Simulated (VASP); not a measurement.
Runs of VASP 6.6.1 on Pt. Symmetry: Fm-3m, No. 225, cubic system. Conventional cell: a = 3.922 Å, b = 3.922 Å, c = 3.922 Å, α = 90.00°, β = 90.00°, γ = 90.00°. Pt (site symmetry m-3m) has 12 Pt at 2.77 Å within 3.7 Å. 

```tsv
level	potentials or basis	gap on the mesh (eV)	pressure (GPa)
PBEsol	VASP PAW PBE potentials, release 64 (Pt)	none	(a)
RPBE	VASP PAW PBE potentials, release 64 (Pt)	none	13.7
LDA	VASP PAW LDA potentials, release 64 (Pt)	none	-5.6
revPBE	VASP PAW PBE potentials, release 64 (Pt)	none	12.5
```

Alike in all rows: task single point; no spin polarisation; cell as given; k mesh 15 × 15 × 15; cutoff (eV) 520; smearing methfessel-paxton 0.05 eV.

**Question.** Estimate the missing entries.

**Answer.** (a) -1.2.

Caveats: spin-orbit coupling is left out, which moves the levels of the heavy elements; the PAW data sets were made with another functional, which shifts forces and pressure a little (some runs).

A k mesh can miss the band edges, and the runs leave out spin-orbit coupling on Pt.

A gap of «none» marks levels without a gap at the run's occupations.
